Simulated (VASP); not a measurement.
# Ir (P6_3/mmc) in VASP: notebook, part 2 of 2

VASP 6.6.1.

## Step 4: Relaxation of shape and atoms at fixed volume, PBEsol (14.42 Å³/atom)

This run uses another cell than the first one, of 14.42 Å³/atom.

INCAR reads:

```
  PREC = Accurate
  ENCUT = 500
  EDIFF = 1E-7
  ISMEAR = -1
  SIGMA = 0.15
  LREAL = F
  LASPH = T
  NELM = 120
  ALGO = Normal
  ISIF = 4
  LWAVE = F
  LCHARG = F
  GGA = PS
  IBRION = 2
  NSW = 80
  EDIFFG = -0.001
  GGA_COMPAT = F
  NELMIN = 4
```

KPOINTS reads:

```
regular mesh
0
Gamma
  18 18 10
```

POSCAR reads:

```
Ir
1.0
    2.7393412416      0.0000000000      0.0000000000
   -1.3696706208      2.3723391048      0.0000000000
    0.0000000000      0.0000000000      4.4392254638
Ir
2
Direct
    0.6666666667      0.3333333333      0.7500000000
    0.3333333333      0.6666666667      0.2500000000
```

Potentials or basis: VASP PAW PBE potentials, release 64 (Ir).

Started as:

```bash
$ cat potpaw_PBE.64/Ir/POTCAR > POTCAR
$ mpirun -np 1 vasp_std > vasp.out
```

OUTCAR:

```text
PREC = Accurate
   ENCUT = 500
   EDIFF = 1E-7
   ISMEAR = -1
   LREAL = F
   LASPH = T
   NELM = 120
   ISIF = 4
   GGA = PS
   IBRION = 2
   NSW = 80
   EDIFFG = -0.001
   NELMIN = 4

 ion  position               nearest neighbor table
   1  0.667  0.333  0.750-   2 2.73   2 2.73   2 2.73   2 2.73   2 2.73   2 2.73
   2  0.333  0.667  0.250-   1 2.73   1 2.73   1 2.73   1 2.73   1 2.73   1 2.73

  LATTYP: Found a hexagonal cell.
 ALAT       =     2.7393412416
 C/A-ratio  =     1.6205448947

  Lattice vectors:

 A1 = (   2.7393412416,   0.0000000000,   0.0000000000)
 A2 = (  -1.3696706208,   2.3723391048,   0.0000000000)
 A3 = (   0.0000000000,   0.0000000000,   4.4392254638)

Analysis of symmetry for initial positions (statically):
=====================================================================
 Subroutine PRICEL returns:
 Original cell was already a primitive cell.

 Routine SETGRP: Setting up the symmetry group for a
 hexagonal supercell.

 Subroutine GETGRP returns: Found 24 space group operations
 (whereof 12 operations were pure point group operations)
 out of a pool of 24 trial point group operations.

The static configuration has the point symmetry D_3d.
 The point group associated with its full space group is D_6h.

Analysis of symmetry for dynamics (positions and initial velocities):
=====================================================================
 Subroutine PRICEL returns:
 Original cell was already a primitive cell.

 Routine SETGRP: Setting up the symmetry group for a
 hexagonal supercell.

 Subroutine GETGRP returns: Found 24 space group operations
 (whereof 12 operations were pure point group operations)
 out of a pool of 24 trial point group operations.

The dynamic configuration has the point symmetry D_3d.
 The point group associated with its full space group is D_6h.

 Subroutine INISYM returns: Found 24 space group operations
 (whereof 12 operations are pure point group operations),
 and found     1 'primitive' translations

----------------------------------------------------------------------------------------

                                     Primitive cell

  volume of cell :      28.8490

  direct lattice vectors                    reciprocal lattice vectors
     2.739341242  0.000000000  0.000000000     0.365051270  0.210762449  0.000000000
    -1.369670621  2.372339105  0.000000000     0.000000000  0.421524898  0.000000000
     0.000000000  0.000000000  4.439225464     0.000000000  0.000000000  0.225264522

  length of vectors
     2.739341242  2.739341242  4.439225464     0.421524898  0.421524898  0.225264522

  position of ions in fractional coordinates (direct lattice)
     0.666666667  0.333333333  0.750000000
     0.333333333  0.666666667  0.250000000

  ion indices of the primitive-cell ions
   primitive index   ion index
                 1           1
                 2           2

----------------------------------------------------------------------------------------

 KPOINTS: regular mesh

Automatic generation of k-mesh.
 Grid dimensions read from file:
 generate k-points for:   18   18   10

 Generating k-lattice:

  Cartesian coordinates                     Fractional coordinates (reciprocal lattice)
     0.020280626  0.011709025  0.000000000     0.055555556  0.000000000  0.000000000
[... 53 lines left out ...]
   ISPIN  =      1    spin polarized calculation?
   LNONCOLLINEAR =      F non collinear calculations
   LSORBIT =      F    spin-orbit coupling
   LASPH  =      T    aspherical Exc in radial PAW
   ENCUT  =  500.0 eV  36.75 Ry    6.06 a.u.   4.99  4.99  8.09*2*pi/ulx,y,z
   NELM   =    120;   NELMIN=  4; NELMDL= -5     # of ELM steps
   EDIFF  = 0.1E-06   stopping-criterion for ELM
   LREAL  =      F    real-space projection
   EDIFFG = -.1E-02   stopping-criterion for IOM
   NSW    =     80    number of steps for IOM
   IBRION =      2    ionic relax: 0-MD 1-quasi-New 2-CG
   NFREE  =      1    steps in history (QN), initial steepest desc. (CG)
   ISIF   =      4    stress and relaxation
   ISYM   =      2    0-nonsym 1-usesym 2-fastsym
   POTIM  = 0.5000    time-step for ionic-motion
   TEBEG  =    0.0;   TEEND  =   0.0 temperature during run
   PSTRESS=    0.0 pullay stress
   NELECT =      18.0000    total number of electrons
   NUPDOWN=      -1.0000    fix difference up-down
   EMIN   =  10.00;   EMAX   =-10.00  energy-range for DOS
   EFERMI =   0.00;   METHOD = LEGACY
   ISMEAR =    -1;   SIGMA  =   0.15  broadening in eV -4-tet -1-fermi 0-gaus
   EFERMI_NEDOS =   21; number of points for ismear=-14 and -15
   IALGO  =     38    algorithm
   IMIX   =      4    mixing-type and parameters
     AMIX     =   0.40;   BMIX     =  1.00
     AMIX_MAG =   1.60;   BMIX_MAG =  1.00
  volume/ion in A,a.u.               =      14.42        97.34
  Fermi-wavevector in a.u.,A,eV,Ry     =   1.398907  2.643552 26.625811  1.956942
  Thomas-Fermi vector in A             =   2.522019
   LORBIT       =      0    0 simple, 1 ext, 2 COOP (PROOUT), +10 PAW based schemes
   GGA     = PS    functional components
   LHFCALC =     F    Hartree Fock is set to
   AEXX    =    0.0000 exact exchange contribution
   IVDW    =     0    specifies the selected vdW correction
   LEPSILON=     F    determine dielectric tensor
   LRPA    =     F    only Hartree local field effects (RPA)
 conjugate gradient relaxation of ions
 non-spin polarized calculation
  energy-cutoff  :      500.00
  volume of cell :       28.85
 maximum number of plane-waves:       762
 NGX is ok and might be reduce to    20
   NGX =  9   NGY =  9   NGZ = 17

--------------------------------------- Ionic step        1  -------------------------------------------

 number of electron      18.0000001 magnetization

 Free energy of the ion-electron system (eV)
  ---------------------------------------------------
  ext. energy  EPLUGINS =         0.00000000
  ---------------------------------------------------
  free energy    TOTEN  =       -19.56158409 eV

  energy without entropy =      -19.38274193  energy(sigma->0) =      -19.47216301

------------------------ aborting loop because EDIFF is reached ----------------------------------------

  FORCE on cell =-STRESS in cart. coord.  units (eV):
  Direction    XX          YY          ZZ          XY          YZ          ZX
  --------------------------------------------------------------------------------------
  -------------------------------------------------------------------------------------
  Total       -1.1304520     -1.1304520     -1.1577163     -0.0000000      0.0000000      0.0000000
  in kB      -62.7816296    -62.7816296    -64.2958047     -0.0000000      0.0000000      0.0000000
  external PRESSURE =     -63.2863547 kB  Pullay stress =       0.0000000 kB
[... 59 lines left out ...]
--------------------------------------- Ionic step        3  -------------------------------------------

 number of electron      18.0000001 magnetization

 Free energy of the ion-electron system (eV)
  ---------------------------------------------------
  ext. energy  EPLUGINS =         0.00000000
  ---------------------------------------------------
  free energy    TOTEN  =       -19.56158804 eV

  energy without entropy =      -19.38271614  energy(sigma->0) =      -19.47215209

 E-fermi :  10.0203     XC(G=0): -13.9869

 val. band max:       10.0168509237   @ k =   0.3333   0.0556   0.4000
 cond. band min:      10.0249425978   @ k =   0.0556  -0.0000   0.4000
 fundamental gap:      0.0080916742
 Fermi energy:        10.0202870113

 k-point     1 :       0.0000    0.0000    0.0000
  band No.  band energies     occupation
      1      -1.0699      2.00000
      2       2.0008      2.00000
      3       6.1875      2.00000
      4       6.2773      2.00000
      5       6.2773      2.00000
      6       6.9232      2.00000
      7       6.9232      2.00000
      8       7.7005      2.00000
      9       7.7005      2.00000
     10       9.2110      1.99096
     11      10.3029      0.26387
     12      10.3029      0.26387
     13      16.9161      0.00000
[... 354 lines left out ...]
  band No.  band energies     occupation
      1       2.9493      2.00000
      2       3.0476      2.00000
      3       3.3856      2.00000
      4       5.8842      2.00000
      5       6.0238      2.00000
      6       6.5337      2.00000
      7       7.1042      2.00000
      8      10.2003      0.46288
      9      10.6527      0.02909
     10      10.7880      0.01190
     11      12.5068      0.00000
     12      15.5993      0.00000
     13      18.0390      0.00000

 [... further k-points ...]

------------------------ aborting loop because EDIFF is reached ----------------------------------------

  FORCE on cell =-STRESS in cart. coord.  units (eV):
  Direction    XX          YY          ZZ          XY          YZ          ZX
  --------------------------------------------------------------------------------------
  -------------------------------------------------------------------------------------
  Total       -1.1400113     -1.1400113     -1.1384551      0.0000000      0.0000000      0.0000000
  in kB      -63.3125268    -63.3125268    -63.2260992      0.0000000      0.0000000      0.0000000
  external PRESSURE =     -63.2837176 kB  Pullay stress =       0.0000000 kB
[... 17 lines left out ...]
  FREE ENERGIE OF THE ION-ELECTRON SYSTEM (eV)
  ---------------------------------------------------
  free  energy   TOTEN  =       -19.5615880404 eV

  energy  without entropy=      -19.3827161375  energy(sigma->0) =      -19.47215209

 reached required accuracy - stopping structural energy minimisation
```

CONTCAR:

```text
Ir
   1.00000000000000
     2.7397574778340554   -0.0000000000000000    0.0000000000000000
    -1.3698787389170277    2.3726995759549263    0.0000000000000000
     0.0000000000000000    0.0000000000000000    4.4378767122046856
  Ir
     2
Direct
     0.6666666667000030    0.3333333332999970    0.7500000000000000
     0.3333333332999970    0.6666666667000030    0.2500000000000000

  0.00000000E+00  0.00000000E+00  0.00000000E+00
  0.00000000E+00  0.00000000E+00  0.00000000E+00
```

Run time: 67 s. Hardware: 1 thread of Intel Xeon Platinum 8559C (Emerald Rapids), shared host; peak memory 0.19 GiB.

Results:

```yaml
Free_energy: -19.5616 eV
Energy_gained_by_relaxing: 0.0 meV/atom
Ionic_steps: 3
Pressure_after_relaxing: -6.3 GPa
Band_gap_on_the_k_mesh: zero (bands 9 and 10 overlap by 3.26 eV)
```

Final structure:
```
CELL_PARAMETERS angstrom
2.73976 0.00000 0.00000
-1.36988 2.37270 0.00000
0.00000 0.00000 4.43788
ATOMIC_POSITIONS crystal
Ir 0.66667 0.33333 0.75000
Ir 0.33333 0.66667 0.25000
```

Levels at points of the mesh, in eV from the Fermi level:
```
           k point  band 6  band 7  band 8  band 9  band 10  band 11  band 12  band 13
(0.00, 0.00, 0.00)   -3.10   -3.10   -2.32   -2.32    -0.81     0.28     0.28     6.90
(0.50, 0.00, 0.00)   -3.41   -2.91    0.70    0.97     1.11     2.89     4.31     8.11
(0.00, 0.00, 0.50)   -3.86   -3.86   -3.86   -0.45    -0.45    -0.45    -0.45    13.59
(0.50, 0.00, 0.50)   -2.08   -0.96   -0.96    0.94     0.94     1.98     1.98     7.48
```

Caveat: the PAW data sets were made with another functional, which shifts forces and pressure a little; spin-orbit coupling is left out, which moves the levels of the heavy elements.

## Step 5: Summary

| cell | cutoff (eV) | smearing | gap on the mesh (eV) | pressure (GPa) |
| --- | --- | --- | --- | --- |
| relaxed from a = 2.746, b = 2.746, c = 4.452 Å, angles 90.0, 90.0, 120.0°, 2 atoms | 600 | gaussian 0.1 eV | none | -9.7 |
| relaxed from a = 2.773, b = 2.773, c = 4.492 Å, angles 90.0, 90.0, 120.0°, 2 atoms | 600 | gaussian 0.1 eV | none | -18.6 |
| relaxed from a = 2.739, b = 2.739, c = 4.439 Å, angles 90.0, 90.0, 120.0°, 2 atoms | 500 | fermi-dirac 0.15 eV | none | -6.3 |

Alike in all rows: task relaxation of shape and atoms at fixed volume; level PBEsol; potentials or basis VASP PAW PBE potentials, release 64 (Ir); no spin polarisation; k mesh 18 × 18 × 10.

Caveats: the PAW data sets were made with another functional, which shifts forces and pressure a little; spin-orbit coupling is left out, which moves the levels of the heavy elements.

Absolute energies hang on the potentials; compare differences alone.
